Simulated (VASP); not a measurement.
# TiCo (Pm-3m) in VASP: notebook, part 2 of 2

VASP 6.6.1. Earlier steps stand in the parts before.

**5. Single point, PBE, collinear spin, ferromagnetic start**

This run uses another cell than the first one, of 13.31 Å³/atom, 1.064 times its volume.

INCAR

```
SYSTEM = TiCo
  ALGO = Normal
  EDIFF = 1E-6
  ENCUT = 520
  GGA = PE
  ISIF = 2
  ISMEAR = -1
  ISPIN = 2
  LASPH = .True.
  LCHARG = .False.
  LMAXMIX = 4
  LORBIT = 11
  LREAL = .False.
  LWAVE = .False.
  MAGMOM = 2 1
  NBANDS = 22
  NELM = 150
  PREC = Accurate
  SIGMA = 0.05
```

KPOINTS

```
k-points
0
Gamma
  9 9 9
  0 0 0
```

POSCAR

```
TiCo
1.0
    2.9861109900      0.0000000000      0.0000000000
    0.0000000000      2.9861109900      0.0000000000
    0.0000000000      0.0000000000      2.9861109900
Co Ti
1 1
Direct
    0.5000000000      0.5000000000      0.5000000000
    0.0000000000      0.0000000000      0.0000000000
```

Potentials or basis: VASP PAW PBE potentials, release 64 (Co, Ti_sv).

Command:

```sh
> cat potpaw_PBE.64/Co/POTCAR potpaw_PBE.64/Ti_sv/POTCAR > POTCAR
> mpirun -np 1 vasp_std > vasp.out
```

OUTCAR:

```text
SYSTEM = TiCo
   EDIFF = 1E-6
   ENCUT = 520
   GGA = PE
   ISIF = 2
   ISMEAR = -1
   ISPIN = 2
   LASPH = .True.
   LORBIT = 11
   LREAL = .False.
   NELM = 150
   PREC = Accurate

 ion  position               nearest neighbor table
   1  0.500  0.500  0.500-   2 2.59   2 2.59   2 2.59   2 2.59   2 2.59   2 2.59   2 2.59   2 2.59

   2  0.000  0.000  0.000-   1 2.59   1 2.59   1 2.59   1 2.59   1 2.59   1 2.59   1 2.59   1 2.59

  LATTYP: Found a simple cubic cell.
 ALAT       =     2.9861109900

  Lattice vectors:

 A1 = (   2.9861109900,   0.0000000000,   0.0000000000)
 A2 = (   0.0000000000,   2.9861109900,   0.0000000000)
 A3 = (   0.0000000000,   0.0000000000,   2.9861109900)

Analysis of symmetry for initial positions (statically):
=====================================================================
 Subroutine PRICEL returns:
 Original cell was already a primitive cell.

 Routine SETGRP: Setting up the symmetry group for a
 simple cubic supercell.

 Subroutine GETGRP returns: Found 48 space group operations
 (whereof 48 operations were pure point group operations)
 out of a pool of 48 trial point group operations.

The static configuration has the point symmetry O_h .

[... 790 lines left out ...]
      2     -23.3254      1.00000
      3     -23.3254      1.00000
      4     -23.3254      1.00000
      5       2.2311      1.00000
      6       6.4054      1.00000
[... 589 lines left out ...]
     21      26.7620      0.00000
     22      29.7059      0.00000

 [... further k-points ...]
[... 5 lines left out ...]
  --------------------------------------------------------------------------------------
  -------------------------------------------------------------------------------------
  Total       -0.1870585     -0.1870585     -0.1870585     -0.0000000     -0.0000000      0.0000000
  in kB      -11.2556384    -11.2556384    -11.2556384     -0.0000000     -0.0000000      0.0000000
  external PRESSURE =     -11.2556384 kB  Pullay stress =       0.0000000 kB

 VOLUME and BASIS-vectors are now :
 -----------------------------------------------------------------------------
  energy-cutoff  :      520.00
  volume of cell :       26.63
      direct lattice vectors                 reciprocal lattice vectors
     2.986110990  0.000000000  0.000000000     0.334883735  0.000000000  0.000000000
     0.000000000  2.986110990  0.000000000     0.000000000  0.334883735  0.000000000
     0.000000000  0.000000000  2.986110990     0.000000000  0.000000000  0.334883735

 POSITION                                       TOTAL-FORCE (eV/Angst)
 -----------------------------------------------------------------------------------
      1.49306      1.49306      1.49306         0.000000      0.000000      0.000000
      0.00000      0.00000      0.00000         0.000000      0.000000      0.000000
 -----------------------------------------------------------------------------------
    total drift:                                0.000000      0.000000     -0.000000

  FREE ENERGIE OF THE ION-ELECTRON SYSTEM (eV)
  ---------------------------------------------------
  free  energy   TOTEN  =       -15.6832492617 eV

  energy  without entropy=      -15.6656505480  energy(sigma->0) =      -15.67444990

 total charge

# of ion       s       p       d       tot
------------------------------------------
    1        0.524   0.457   7.307   8.289
    2        2.247   6.179   1.860  10.286
--------------------------------------------------
tot          2.771   6.637   9.167  18.575

 magnetization (x)

# of ion       s       p       d       tot
------------------------------------------
    1        0.025  -0.007   0.858   0.877
    2       -0.003  -0.014  -0.014  -0.031
--------------------------------------------------
tot          0.023  -0.021   0.844   0.846
```

OSZICAR:

```text
N       E                     dE             d eps       ncg     rms          rms(c)
DAV:   1     0.162912355836E+03    0.16291E+03   -0.98315E+03  3152   0.123E+03
DAV:   2    -0.732965500308E+01   -0.17024E+03   -0.16183E+03  3110   0.301E+02
DAV:   3    -0.172816835989E+02   -0.99520E+01   -0.97687E+01  3786   0.779E+01
DAV:   4    -0.175464522780E+02   -0.26477E+00   -0.26426E+00  3608   0.117E+01
DAV:   5    -0.175539915107E+02   -0.75392E-02   -0.75387E-02  3716   0.184E+00    0.154E+01
DAV:   6    -0.167894011144E+02    0.76459E+00   -0.10042E+01  3512   0.420E+01    0.110E+01
DAV:   7    -0.173511015134E+02   -0.56170E+00   -0.17307E+01  3764   0.354E+01    0.174E+01
DAV:   8    -0.156626160447E+02    0.16885E+01   -0.85051E+00  3630   0.219E+01    0.195E+00
DAV:   9    -0.156756290813E+02   -0.13013E-01   -0.22811E-01  4160   0.399E+00    0.226E+00
DAV:  10    -0.156827649172E+02   -0.71358E-02   -0.59013E-02  3732   0.235E+00    0.136E+00
DAV:  11    -0.156842298666E+02   -0.14649E-02   -0.36642E-02  4044   0.175E+00    0.685E-01
DAV:  12    -0.156839494988E+02    0.28037E-03   -0.78458E-03  4188   0.663E-01    0.347E-01
DAV:  13    -0.156833805448E+02    0.56895E-03   -0.12259E-03  4394   0.256E-01    0.143E-01
DAV:  14    -0.156832377811E+02    0.14276E-03   -0.27670E-04  4674   0.111E-01    0.483E-02
DAV:  15    -0.156832448851E+02   -0.71040E-05   -0.63382E-05  4432   0.577E-02    0.164E-02
DAV:  16    -0.156832480869E+02   -0.32019E-05   -0.15597E-05  4140   0.277E-02    0.835E-03
DAV:  17    -0.156832490944E+02   -0.10074E-05   -0.65036E-06  2562   0.215E-02    0.299E-03
DAV:  18    -0.156832492617E+02   -0.16733E-06   -0.57052E-07  1868   0.607E-03
   1 F= -.15683249E+02 E0= -.15674450E+02  d E =-.175987E-01  mag=     0.7935
```

stdout:

```text
POSCAR found type information on POSCAR CoTi
 POSCAR found :  2 types and       2 ions
 scaLAPACK will be used
 LDA part: xc-table for (Slater+PW92), standard interpolation
 POSCAR, INCAR and KPOINTS ok, starting setup
 FFT: planning ... GRIDC
 FFT: planning ... GRID_SOFT
 FFT: planning ... GRID
 WAVECAR not read
 entering main loop
```

It took 23 s on 1 thread of Intel Xeon Platinum 8488C (Sapphire Rapids), shared host; peak memory 0.17 GiB.

Results:

```yaml
Free_energy: -15.6832 eV
Pressure: -1.1 GPa
Net_moment: 0.79 μB per cell
Site_moments: Co +0.88; Ti -0.03 μB
Valence_electrons_inside_the_program's_atomic_spheres: Co 8.29; Ti 10.29
```

**6. Single point, PBE, collinear spin, ferromagnetic start**

This run uses another cell than the first one, of 13.58 Å³/atom, 1.085 times its volume.

INCAR

```
SYSTEM = TiCo
PREC = Accurate
ENCUT = 520
EDIFF = 1E-6
ISMEAR = -1
SIGMA = 0.05
LREAL = .FALSE.
LASPH = .TRUE.
NELM = 150
ALGO = Normal
ISIF = 2
LWAVE = .FALSE.
LCHARG = .TRUE.
ISPIN = 2
MAGMOM = 2 1
LORBIT = 11
LMAXMIX = 4
GGA = PE
LELF = .TRUE.
LVHAR = .TRUE.
NBANDS = 22
```

KPOINTS

```
regular mesh
0
G
  9 9 9
  0 0 0
```

POSCAR

```
TiCo
1.0
    3.0058871358      0.0000000000      0.0000000000
    0.0000000000      3.0058871358      0.0000000000
    0.0000000000      0.0000000000      3.0058871358
Co Ti
1 1
Direct
    0.5000000000      0.5000000000      0.5000000000
    0.0000000000      0.0000000000      0.0000000000
```

Potentials or basis: VASP PAW PBE potentials, release 64 (Co, Ti_sv).

Command:

```sh
> cat potpaw_PBE.64/Co/POTCAR potpaw_PBE.64/Ti_sv/POTCAR > POTCAR
> mpirun -np 1 vasp_std > vasp.out
```

It took 23 s on 1 thread of Intel Xeon Platinum 8488C (Sapphire Rapids), shared host; peak memory 0.17 GiB.

It converged, with:

```
Free energy                                           : -15.6747 eV
Pressure                                              : -4.1 GPa
Net moment                                            : 0.82 μB per cell
Site moments                                          : Co +0.93; Ti -0.04 μB
Valence electrons inside the program's atomic spheres : Co 8.26; Ti 10.26
```

Levels at points of the mesh, in eV from the Fermi level:
Spin up:
```tsv
k point	band 8	band 9	band 10	band 11	band 12	band 13	band 14	band 15
(0.00, 0.00, 0.00)	-1.85	-1.85	-1.85	0.46	0.46	2.59	2.59	2.59
```
Spin down:
```tsv
k point	band 8	band 9	band 10	band 11	band 12	band 13
(0.00, 0.00, 0.00)	-1.31	-1.31	-1.31	0.99	0.99	2.68
```

**7. Overview**

```csv
cell,gap on the mesh (eV),pressure (GPa),moment (μB)
"a = 2.925 Å, 2 atoms",none,10.0,0.66
"a = 2.946 Å, 2 atoms",none,5.9,0.70
"a = 2.966 Å, 2 atoms",none,2.2,0.75
"a = 2.986 Å, 2 atoms",none,-1.1,0.79
"a = 3.006 Å, 2 atoms",none,-4.1,0.82
```

Alike in all rows: task single point; level PBE; potentials or basis VASP PAW PBE potentials, release 64 (Co, Ti_sv); spin collinear, ferromagnetic start; k mesh 9 × 9 × 9; cutoff (eV) 520; smearing fermi-dirac 0.05 eV.

Absolute energies hang on the potentials; compare differences alone.
